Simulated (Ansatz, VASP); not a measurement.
# Cd3SeS2: VASP beside Ansatz

```
Cd Se S
1.0
     4.16610    0.00000    0.00000
     0.00000    4.16610    0.00000
     0.00000    0.00000   10.80059
Cd Se S
3 1 2
Direct
  0.50000 0.50000 0.00000
  0.00000 0.00000 0.00000
  0.50000 0.50000 0.50000
  0.00000 0.00000 0.50000
  0.00000 0.50000 0.14403
  0.50000 0.00000 0.85597
```

Change from the starting cell: species swapped into the Li3MnAs2 type (P-4m2, No. 115).

Alike in both runs: functional PBE; k mesh 10 × 10 × 4; occupations gaussian, width 0.1 eV; no spin polarisation.

Ansatz relaxed the structure, and its values are those at the end. VASP's run is a single point on that final structure, the one shown.

```csv
,VASP,Ansatz
version,VASP 6.6.1,Ansatz 0.2.0
potentials or method,"VASP PAW PBE potentials, release 64 (Cd, Se, S), cutoff 520 eV","scalar-relativistic, plane waves, PAW"
valence electrons in the cell,54,88
```

```csv
,VASP,Ansatz,Ansatz less VASP
gap on the k mesh at the Fermi level (eV),none,none,-
pressure (GPa),0.2,0.0,-0.21
rms of the force components (eV/Å),0.021,0.000,-0.0210
```

A gap of «none» marks a metal or a gap that the smearing closes. With one functional, cell and mesh, what is left measures potentials, basis and numerics. VASP's potentials hold 54 valence electrons a cell and Ansatz's 88, so a difference there can come from the potentials and not from the codes.
